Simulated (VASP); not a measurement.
# BaO (Fm-3m) in VASP: notebook, part 2 of 2

VASP 6.6.1. Earlier steps stand in the parts before.

## (5) Single point, PBE

This run uses another cell than the first one, of 23.29 Å³/atom, 1.167 times its volume.

INCAR reads:

```
PREC = Accurate ; ENCUT = 600
EDIFF = 1E-6 ; ISMEAR = 0
SIGMA = 0.01 ; LREAL = F
LASPH = T ; NELM = 120
ALGO = Normal ; ISIF = 2
LWAVE = F ; LCHARG = F
GGA = PE ; NBANDS = 15
GGA_COMPAT = F
```

KPOINTS reads:

```
regular mesh
0
Gamma
  6 6 6
```

POSCAR reads:

```
BaO
1.0
    0.0000000000      2.8558717560      2.8558717560
    2.8558717560      0.0000000000      2.8558717560
    2.8558717560      2.8558717560      0.0000000000
Ba O
1 1
Direct
    0.0000000000      0.0000000000      0.0000000000
    0.5000000000      0.5000000000      0.5000000000
```

Potentials or basis: VASP PAW PBE potentials, release 64 (Ba_sv, O).

Launch:

```
> cat potpaw_PBE.64/Ba_sv/POTCAR potpaw_PBE.64/O/POTCAR > POTCAR
> mpirun -np 1 vasp_std > vasp.out
```

OUTCAR:

```text
PREC = Accurate
   ENCUT = 600
   EDIFF = 1E-6
   ISMEAR = 0
   LREAL = F
   LASPH = T
   NELM = 120
   ISIF = 2
   GGA = PE

 ion  position               nearest neighbor table
   1  0.000  0.000  0.000-   2 2.86   2 2.86   2 2.86   2 2.86   2 2.86   2 2.86
   2  0.500  0.500  0.500-   1 2.86   1 2.86   1 2.86   1 2.86   1 2.86   1 2.86

  LATTYP: Found a face centered cubic cell.
 ALAT       =     5.7117435120

  Lattice vectors:

 A1 = (   0.0000000000,   2.8558717560,   2.8558717560)
 A2 = (   2.8558717560,   0.0000000000,   2.8558717560)
 A3 = (   2.8558717560,   2.8558717560,   0.0000000000)

Analysis of symmetry for initial positions (statically):
=====================================================================
 Subroutine PRICEL returns:
 Original cell was already a primitive cell.

 Routine SETGRP: Setting up the symmetry group for a
 face centered cubic supercell.

 Subroutine GETGRP returns: Found 48 space group operations
 (whereof 48 operations were pure point group operations)
 out of a pool of 48 trial point group operations.

[... 164 lines left out ...]
      3      -9.3442      2.00000
      4      -9.3442      2.00000
      5      -9.3442      2.00000
      6       1.1526      2.00000
      7       1.1526      2.00000
      8       1.1526      2.00000
      9       4.4461      0.00000
     10       5.9830      0.00000
     11       5.9830      0.00000
     12       5.9830      0.00000
     13       8.0263      0.00000
     14       8.0263      0.00000
[... 257 lines left out ...]
      2     -13.6866      2.00000
      3     -10.3076      2.00000
      4      -9.9665      2.00000
      5      -9.5060      2.00000
      6       0.5048      2.00000
      7       1.1404      2.00000
      8       1.1930      2.00000
      9       4.6792      0.00000
     10       7.2786      0.00000
     11       7.5478      0.00000
     12      10.2580      0.00000
     13      10.4604      0.00000
     14      12.5365      0.00000
     15      12.8439      0.00000

------------------------ aborting loop because EDIFF is reached ----------------------------------------

  FORCE on cell =-STRESS in cart. coord.  units (eV):
  Direction    XX          YY          ZZ          XY          YZ          ZX
  --------------------------------------------------------------------------------------
  -------------------------------------------------------------------------------------
  Total       -0.9205610     -0.9205610     -0.9205610     -0.0000000      0.0000000     -0.0000000
  in kB      -31.6604478    -31.6604478    -31.6604478     -0.0000000      0.0000000     -0.0000000
  external PRESSURE =     -31.6604478 kB  Pullay stress =       0.0000000 kB

 VOLUME and BASIS-vectors are now :
 -----------------------------------------------------------------------------
  energy-cutoff  :      600.00
  volume of cell :       46.58
      direct lattice vectors                 reciprocal lattice vectors
     0.000000000  2.855871756  2.855871756    -0.175077890  0.175077890  0.175077890
     2.855871756  0.000000000  2.855871756     0.175077890 -0.175077890  0.175077890
     2.855871756  2.855871756  0.000000000     0.175077890  0.175077890 -0.175077890

 POSITION                                       TOTAL-FORCE (eV/Angst)
 -----------------------------------------------------------------------------------
      0.00000      0.00000      0.00000         0.000000      0.000000      0.000000
      2.85587      2.85587      2.85587         0.000000      0.000000      0.000000
 -----------------------------------------------------------------------------------
    total drift:                                0.000000     -0.000000      0.000000

  FREE ENERGIE OF THE ION-ELECTRON SYSTEM (eV)
  ---------------------------------------------------
  free  energy   TOTEN  =       -11.7888000577 eV

  energy  without entropy=      -11.7888000577  energy(sigma->0) =      -11.78880006
```

OSZICAR:

```text
N       E                     dE             d eps       ncg     rms          rms(c)
DAV:   1     0.858466955146E+02    0.85847E+02   -0.84520E+03   480   0.108E+03
DAV:   2    -0.970846163200E+01   -0.95555E+02   -0.85438E+02   658   0.203E+02
DAV:   3    -0.143312929370E+02   -0.46228E+01   -0.45888E+01   607   0.455E+01
DAV:   4    -0.143938328014E+02   -0.62540E-01   -0.62530E-01   559   0.566E+00
DAV:   5    -0.143949739012E+02   -0.11411E-02   -0.11411E-02   614   0.660E-01    0.927E+00
DAV:   6    -0.120983014266E+02    0.22967E+01   -0.92661E+00   494   0.208E+01    0.625E+00
DAV:   7    -0.118165021677E+02    0.28180E+00   -0.78066E-01   523   0.662E+00    0.198E+00
DAV:   8    -0.117915959830E+02    0.24906E-01   -0.12712E-01   578   0.352E+00    0.618E-01
DAV:   9    -0.117872859053E+02    0.43101E-02   -0.13565E-02   550   0.107E+00    0.178E-01
DAV:  10    -0.117888098922E+02   -0.15240E-02   -0.34455E-03   515   0.467E-01    0.491E-02
DAV:  11    -0.117887942031E+02    0.15689E-04   -0.17063E-04   599   0.995E-02    0.318E-02
DAV:  12    -0.117888008420E+02   -0.66390E-05   -0.25436E-05   543   0.438E-02    0.635E-03
DAV:  13    -0.117888000577E+02    0.78439E-06   -0.28293E-06   571   0.139E-02
   1 F= -.11788800E+02 E0= -.11788800E+02  d E =-.195649E-18
```

Run time: 5.3 s. Hardware: 1 thread of Intel Xeon 6975P-C (Granite Rapids), shared host; peak memory 0.18 GiB.

What came out:

```
Free energy            : -11.7888 eV
Pressure               : -3.2 GPa
Band gap on the k mesh : 2.24 eV, direct
```

Caveat: spin-orbit coupling is left out, which moves the levels of the heavy elements.

## (6) Overview

| cell | gap on the mesh (eV) | pressure (GPa) |
| --- | --- | --- |
| a = 3.837 Å, angles 60.0°, 2 atoms | 1.74 | 8.8 |
| a = 3.940 Å, angles 60.0°, 2 atoms | 2.04 | 1.6 |
| a = 3.990 Å, angles 60.0°, 2 atoms | 2.15 | -1.0 |
| a = 4.039 Å, angles 60.0°, 2 atoms | 2.24 | -3.2 |

Alike in all rows: task single point; level PBE; potentials or basis VASP PAW PBE potentials, release 64 (Ba_sv, O); no spin polarisation; k mesh 6 × 6 × 6; cutoff (eV) 600; smearing gaussian 0.01 eV.

Caveats: spin-orbit coupling is left out, which moves the levels of the heavy elements.

Total energies depend on the potentials used, so only differences within one code and one set of settings carry meaning.
